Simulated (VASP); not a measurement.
**Sn: single point with LDA**

Sn:

```
CELL_PARAMETERS angstrom
3.07022 0.00000 0.00000
-1.53511 2.65889 0.00000
0.00000 0.00000 2.85323
ATOMIC_POSITIONS crystal
Sn 0.00000 0.00000 0.00000
```

This isn't the form of Sn at room conditions, which is tetragonal (white tin).

```json
{
 "Program": "VASP 6.6.1",
 "Task": "single point",
 "Functional": "LDA",
 "Potentials or basis": "VASP PAW LDA potentials, release 64 (Sn_d)",
 "Cutoff": "520 eV",
 "k mesh": "14 × 14 × 13",
 "Occupations": "fermi-dirac, width 0.05 eV",
 "Spin": "no spin polarisation",
 "Dipole correction": "no",
 "Further INCAR settings": "ALGO = Normal; EDIFF = 1e-06; NBANDS = 13"
}
```

| Property | Result |
| --- | --- |
| Pressure | 9.1 GPa |
| Band gap on the k mesh | zero (bands 7 and 8 overlap by 8.96 eV) |

Stress tensor (GPa, compression positive):
```
9.12 0.00 0.00
0.00 9.12 0.00
0.00 0.00 9.00
```

Levels at points of the mesh, in eV from the Fermi level:
| k point | band 3 | band 4 | band 5 | band 6 | band 7 | band 8 | band 9 | band 10 | band 11 | band 12 |
| --- | --- | --- | --- | --- | --- | --- | --- | --- | --- | --- |
| (0.00, 0.00, 0.00) | -21.65 | -21.32 | -21.32 | -12.46 | 6.11 | 7.83 | 7.83 | 9.84 | 11.03 | 12.77 |
| (0.50, 0.00, 0.00) | -21.46 | -21.35 | -21.32 | -7.48 | -5.61 | 3.47 | 7.50 | 10.44 | 12.68 | 15.26 |

It took 13 s on 1 thread of Intel(R) Xeon(R) 6975P-C (Granite Rapids) (shared host), peak memory 0.16 GiB.

Caveat: the cell stands under pressure; spin-orbit coupling is left out, which moves the levels of the heavy elements.
